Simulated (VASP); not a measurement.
# Zn2O3 (Pn-3m) in VASP: notebook, part 2 of 2

VASP 6.6.1.

### Step 3. Single point, PBE

This run uses another cell than the first one, of 11.55 Å³/atom.

File INCAR:

```
ALGO     = Normal         # electronic algorithm
EDIFF    = 1E-7           # SCF threshold, eV
ENCUT    = 520            # plane-wave cutoff, eV
GGA      = PE             # functional
ISIF     = 2              # what is computed and relaxed
ISMEAR   = -1             # smearing method
LASPH    = T              # aspherical terms in the spheres
LCHARG   = T              # write CHGCAR
LELF     = T              # ELF
LREAL    = F              # projectors in reciprocal space
LVHAR    = T            
LWAVE    = F              # write WAVECAR
NBANDS   = 53             # bands
NELM     = 80             # most SCF steps
PREC     = Accurate       # precision mode
SIGMA    = 0.06122561905347299 # smearing width, eV
```

File KPOINTS:

```
k-points
0
Gamma
  8 8 8
```

File POSCAR:

```
Zn2O3
1.0
    4.8703915037      0.0000000000      0.0000000000
    0.0000000000      4.8703915037      0.0000000000
    0.0000000000      0.0000000000      4.8703915037
Zn O
4 6
Direct
    0.2500000000      0.2500000000      0.2500000000
    0.7500000000      0.7500000000      0.2500000000
    0.7500000000      0.2500000000      0.7500000000
    0.2500000000      0.7500000000      0.7500000000
    0.5000000000      0.0000000000      0.0000000000
    0.0000000000      0.5000000000      0.0000000000
    0.0000000000      0.0000000000      0.5000000000
    0.5000000000      0.5000000000      0.0000000000
    0.5000000000      0.0000000000      0.5000000000
    0.0000000000      0.5000000000      0.5000000000
```

Potentials or basis: VASP PAW PBE potentials, release 64 (Zn, O).

Launch:

```bash
$ cat potpaw_PBE.64/Zn/POTCAR potpaw_PBE.64/O/POTCAR > POTCAR
$ mpirun -np 1 vasp_std > vasp.out
```

OUTCAR:

```text
EDIFF = 1E-7
   ENCUT = 520
   GGA = PE
   ISIF = 2
   ISMEAR = -1
   LASPH = T
   LREAL = F
   NELM = 80
   PREC = Accurate

 ion  position               nearest neighbor table
   1  0.250  0.250  0.250-   5 2.11   6 2.11   7 2.11   8 2.11   9 2.11  10 2.11
   2  0.750  0.750  0.250-   5 2.11   6 2.11   7 2.11   8 2.11   9 2.11  10 2.11
   3  0.750  0.250  0.750-   5 2.11   6 2.11   7 2.11   8 2.11   9 2.11  10 2.11
   4  0.250  0.750  0.750-   5 2.11   6 2.11   7 2.11   8 2.11   9 2.11  10 2.11
   5  0.500  0.000  0.000-   1 2.11   2 2.11   3 2.11   4 2.11
   6  0.000  0.500  0.000-   1 2.11   2 2.11   3 2.11   4 2.11
   7  0.000  0.000  0.500-   1 2.11   2 2.11   3 2.11   4 2.11
   8  0.500  0.500  0.000-   1 2.11   2 2.11   3 2.11   4 2.11
   9  0.500  0.000  0.500-   1 2.11   2 2.11   3 2.11   4 2.11
  10  0.000  0.500  0.500-   1 2.11   2 2.11   3 2.11   4 2.11

  LATTYP: Found a simple cubic cell.
 ALAT       =     4.8703915037

  Lattice vectors:

 A1 = (   4.8703915037,   0.0000000000,   0.0000000000)
 A2 = (   0.0000000000,   4.8703915037,   0.0000000000)
 A3 = (   0.0000000000,   0.0000000000,   4.8703915037)

Analysis of symmetry for initial positions (statically):
=====================================================================
 Subroutine PRICEL returns:
 Original cell was already a primitive cell.

 Routine SETGRP: Setting up the symmetry group for a
 simple cubic supercell.

 Subroutine GETGRP returns: Found 48 space group operations
 (whereof 24 operations were pure point group operations)
 out of a pool of 48 trial point group operations.

The static configuration has the point symmetry T_d .
 The point group associated with its full space group is O_h .

Analysis of symmetry for dynamics (positions and initial velocities):
=====================================================================
 Subroutine PRICEL returns:
[... 151 lines left out ...]
   GGA     = PE    functional components
   LHFCALC =     F    Hartree Fock is set to
   AEXX    =    0.0000 exact exchange contribution
   IVDW    =     0    specifies the selected vdW correction
   LEPSILON=     F    determine dielectric tensor
   LRPA    =     F    only Hartree local field effects (RPA)
 non-spin polarized calculation
  energy-cutoff  :      520.00
  volume of cell :      115.53
 maximum number of plane-waves:      3136
   NGX = 19   NGY = 19   NGZ = 19

 number of electron      84.0000010 magnetization

 Free energy of the ion-electron system (eV)
  ---------------------------------------------------
  ext. energy  EPLUGINS =         0.00000000
  ---------------------------------------------------
  free energy    TOTEN  =       -40.37819542 eV

  energy without entropy =      -40.29925974  energy(sigma->0) =      -40.33872758

 E-fermi :   1.1375     XC(G=0): -10.8247

 val. band max:        1.1288098661   @ k =   0.5000   0.2500   0.2500
 cond. band min:       1.1550040190   @ k =   0.3750   0.2500   0.2500
 fundamental gap:      0.0261941529
 Fermi energy:         1.1374573638

 k-point     1 :       0.0000    0.0000    0.0000
  band No.  band energies     occupation
      1     -17.5457      2.00000
      2     -16.4512      2.00000
      3     -16.4512      2.00000
      4     -15.3966      2.00000
      5     -15.3966      2.00000
      6     -14.8124      2.00000
[... 1333 lines left out ...]
     52      10.2673      0.00000
     53      12.3835      0.00000

 [... further k-points ...]

------------------------ aborting loop because EDIFF is reached ----------------------------------------

  FORCE on cell =-STRESS in cart. coord.  units (eV):
  Direction    XX          YY          ZZ          XY          YZ          ZX
  --------------------------------------------------------------------------------------
  -------------------------------------------------------------------------------------
  Total       -1.2791436     -1.2791436     -1.2791436      0.0000000      0.0000000     -0.0000000
  in kB      -17.7393733    -17.7393733    -17.7393733      0.0000000      0.0000000     -0.0000000
  external PRESSURE =     -17.7393733 kB  Pullay stress =       0.0000000 kB

 VOLUME and BASIS-vectors are now :
 -----------------------------------------------------------------------------
  energy-cutoff  :      520.00
  volume of cell :      115.53
      direct lattice vectors                 reciprocal lattice vectors
     4.870391504  0.000000000  0.000000000     0.205322303  0.000000000  0.000000000
     0.000000000  4.870391504  0.000000000     0.000000000  0.205322303  0.000000000
     0.000000000  0.000000000  4.870391504     0.000000000  0.000000000  0.205322303

 POSITION                                       TOTAL-FORCE (eV/Angst)
 -----------------------------------------------------------------------------------
      1.21760      1.21760      1.21760        -0.000000     -0.000000     -0.000000
      3.65279      3.65279      1.21760        -0.000000     -0.000000      0.000000
      3.65279      1.21760      3.65279         0.000000     -0.000000     -0.000000
      1.21760      3.65279      3.65279         0.000000      0.000000      0.000000
      2.43520      0.00000      0.00000         0.000000      0.000000     -0.000000
      0.00000      2.43520      0.00000         0.000000      0.000000     -0.000000
      0.00000      0.00000      2.43520         0.000000      0.000000     -0.000000
      2.43520      2.43520      0.00000        -0.000000     -0.000000     -0.000000
      2.43520      0.00000      2.43520        -0.000000     -0.000000      0.000000
      0.00000      2.43520      2.43520         0.000000     -0.000000      0.000000
 -----------------------------------------------------------------------------------
    total drift:                               -0.000000      0.000000     -0.000000

  FREE ENERGIE OF THE ION-ELECTRON SYSTEM (eV)
  ---------------------------------------------------
  free  energy   TOTEN  =       -40.3781954154 eV

  energy  without entropy=      -40.2992597449  energy(sigma->0) =      -40.33872758
```

Run time: 5.4 min. Hardware: 1 thread of Intel Xeon 8259CL, shared host; peak memory 0.3 GiB.

Results:

* Free energy: -40.3782 eV
* Pressure: -1.8 GPa
* Band gap on the k mesh: zero (bands 42 and 43 overlap by 1.25 eV)

### Step 4. Single point, PBE

This run uses another cell than the first one, of 11.55 Å³/atom.

File INCAR:

```
SYSTEM = Zn2O3
PREC     = Accurate       ! precision mode
ENCUT    = 520            ! plane-wave cutoff, eV
EDIFF    = 1E-6           ! SCF threshold, eV
ISMEAR   = -1             ! smearing method
SIGMA    = 0.06122561905347299 ! smearing width, eV
LREAL    = .FALSE.        ! projectors in reciprocal space
LASPH    = .TRUE.         ! aspherical terms in the spheres
NELM     = 100            ! most SCF steps
ALGO     = Normal         ! electronic algorithm
ISIF     = 2              ! what is computed and relaxed
LWAVE    = .FALSE.        ! write WAVECAR
LCHARG   = .FALSE.        ! write CHGCAR
GGA      = PE             ! functional
NBANDS   = 53             ! bands
```

File KPOINTS:

```
regular mesh
0
G
  8 8 8
  0 0 0
```

POSCAR is that of step 3.

Launch:

```bash
$ cat potpaw_PBE.64/Zn/POTCAR potpaw_PBE.64/O/POTCAR > POTCAR
$ mpirun -np 1 vasp_std > vasp.out
```

Run time: 5 min. Hardware: 1 thread of Intel Xeon 8259CL, shared host; peak memory 0.3 GiB.

The run converged. Its results:

| Property | Result |
| --- | --- |
| Free energy | -40.3782 eV |
| Pressure | -1.7 GPa |
| Band gap on the k mesh | zero (bands 42 and 43 overlap by 1.25 eV) |

Levels at points of the mesh, in eV from the Fermi level:
| k point | band 39 | band 40 | band 41 | band 42 | band 43 | band 44 | band 45 | band 46 |
| --- | --- | --- | --- | --- | --- | --- | --- | --- |
| (0.00, 0.00, 0.00) | -0.01 | -0.01 | -0.01 | 0.64 | 0.64 | 0.64 | 1.66 | 3.31 |
| (0.50, 0.00, 0.00) | -1.07 | -1.07 | 0.23 | 0.23 | 0.54 | 0.54 | 4.01 | 4.01 |
| (0.50, 0.50, 0.00) | -1.69 | -1.69 | -0.43 | -0.43 | 0.33 | 0.33 | 5.41 | 5.41 |
| (0.50, 0.50, 0.50) | -2.35 | -0.66 | -0.66 | -0.66 | -0.61 | -0.61 | 6.28 | 6.34 |

### Step 5. Single point, PBE

This run uses another cell than the first one, of 11.78 Å³/atom.

File INCAR:

```
ALGO = Normal
EDIFF = 1E-6
ENCUT = 520
GGA = PE
ISIF = 2
ISMEAR = -1
LASPH = True
LCHARG = False
LREAL = False
LWAVE = False
NBANDS = 53
NELM = 80
PREC = Accurate
SIGMA = 0.06122561905347299
```

File KPOINTS:

```
k-points
0
Gamma
  8 8 8
```

Edit POSCAR of step 4 so:

```diff
@@ -2,5 +2,5 @@
 1.0
-    4.8703915037      0.0000000000      0.0000000000
-    0.0000000000      4.8703915037      0.0000000000
-    0.0000000000      0.0000000000      4.8703915037
+    4.9020183087      0.0000000000      0.0000000000
+    0.0000000000      4.9020183087      0.0000000000
+    0.0000000000      0.0000000000      4.9020183087
 Zn O
```

Potentials or basis: VASP PAW PBE potentials, release 64 (Zn, O).

Launch:

```bash
$ cat potpaw_PBE.64/Zn/POTCAR potpaw_PBE.64/O/POTCAR > POTCAR
$ mpirun -np 1 vasp_std > vasp.out
```

OUTCAR:

```text
EDIFF = 1E-6
   ENCUT = 520
   GGA = PE
   ISIF = 2
   ISMEAR = -1
   LASPH = True
   LREAL = False
   NELM = 80
   PREC = Accurate

 ion  position               nearest neighbor table
   1  0.250  0.250  0.250-   5 2.12   6 2.12   7 2.12   8 2.12   9 2.12  10 2.12
   2  0.750  0.750  0.250-   5 2.12   6 2.12   7 2.12   8 2.12   9 2.12  10 2.12
   3  0.750  0.250  0.750-   5 2.12   6 2.12   7 2.12   8 2.12   9 2.12  10 2.12
   4  0.250  0.750  0.750-   5 2.12   6 2.12   7 2.12   8 2.12   9 2.12  10 2.12
   5  0.500  0.000  0.000-   1 2.12   2 2.12   3 2.12   4 2.12
[... 1566 lines left out ...]
  in kB      -40.3680427    -40.3680427    -40.3680427      0.0000000     -0.0000000     -0.0000000
  external PRESSURE =     -40.3680427 kB  Pullay stress =       0.0000000 kB

 VOLUME and BASIS-vectors are now :
 -----------------------------------------------------------------------------
  energy-cutoff  :      520.00
  volume of cell :      117.79
      direct lattice vectors                 reciprocal lattice vectors
     4.902018309  0.000000000  0.000000000     0.203997606  0.000000000  0.000000000
     0.000000000  4.902018309  0.000000000     0.000000000  0.203997606  0.000000000
     0.000000000  0.000000000  4.902018309     0.000000000  0.000000000  0.203997606

 POSITION                                       TOTAL-FORCE (eV/Angst)
 -----------------------------------------------------------------------------------
      1.22550      1.22550      1.22550         0.000000     -0.000000      0.000000
      3.67651      3.67651      1.22550        -0.000000      0.000000      0.000000
      3.67651      1.22550      3.67651         0.000000      0.000000      0.000000
      1.22550      3.67651      3.67651         0.000000      0.000000     -0.000000
      2.45101      0.00000      0.00000        -0.000000      0.000000      0.000000
      0.00000      2.45101      0.00000        -0.000000     -0.000000     -0.000000
      0.00000      0.00000      2.45101        -0.000000     -0.000000     -0.000000
      2.45101      2.45101      0.00000        -0.000000      0.000000      0.000000
      2.45101      0.00000      2.45101        -0.000000      0.000000      0.000000
      0.00000      2.45101      2.45101        -0.000000      0.000000     -0.000000
 -----------------------------------------------------------------------------------
    total drift:                                0.000000      0.000000     -0.000000

  FREE ENERGIE OF THE ION-ELECTRON SYSTEM (eV)
  ---------------------------------------------------
  free  energy   TOTEN  =       -40.3392570781 eV

  energy  without entropy=      -40.2589871510  energy(sigma->0) =      -40.29912211
```

stdout:

```text
POSCAR found type information on POSCAR ZnO
 POSCAR found :  2 types and      10 ions
 scaLAPACK will be used
 LDA part: xc-table for (Slater+PW92), standard interpolation
 POSCAR, INCAR and KPOINTS ok, starting setup
 FFT: planning ... GRIDC
 FFT: planning ... GRID_SOFT
 FFT: planning ... GRID
 WAVECAR not read
 entering main loop
```

Wall time 4.9 min (1 thread of Intel Xeon 8259CL, shared host); peak memory 0.3 GiB.

What came out:

- Free energy: -40.3393 eV
- Pressure: -4.0 GPa
- Band gap on the k mesh: zero (bands 42 and 43 overlap by 1.23 eV)

Levels at points of the mesh, in eV from the Fermi level:
```csv
k point,band 39,band 40,band 41,band 42,band 43,band 44,band 45,band 46
"(0.00, 0.00, 0.00)",0.00,0.00,0.00,0.62,0.62,0.62,1.60,3.35
"(0.50, 0.00, 0.00)",-1.05,-1.05,0.23,0.23,0.53,0.53,3.95,3.95
"(0.50, 0.50, 0.00)",-1.69,-1.69,-0.43,-0.43,0.33,0.33,5.35,5.35
"(0.50, 0.50, 0.50)",-2.28,-0.66,-0.66,-0.66,-0.61,-0.61,6.18,6.30
```

Caveat: the cell stands under tension.

### Step 6. Summary

```tsv
cell	gap on the mesh (eV)	pressure (GPa)
a = 4.838 Å, 10 atoms	none	0.8
a = 4.870 Å, 10 atoms	none	-1.7
a = 4.902 Å, 10 atoms	none	-4.0
```

Alike in all rows: task single point; level PBE; potentials or basis VASP PAW PBE potentials, release 64 (Zn, O); no spin polarisation; k mesh 8 × 8 × 8; cutoff (eV) 520; smearing fermi-dirac 0.0612256 eV.

Caveats: the cell stands under tension (at least some runs).

Absolute energies hang on the potentials; compare differences alone.

The gap in the log of VASP goes by the Fermi energy; the results here count the filled bands.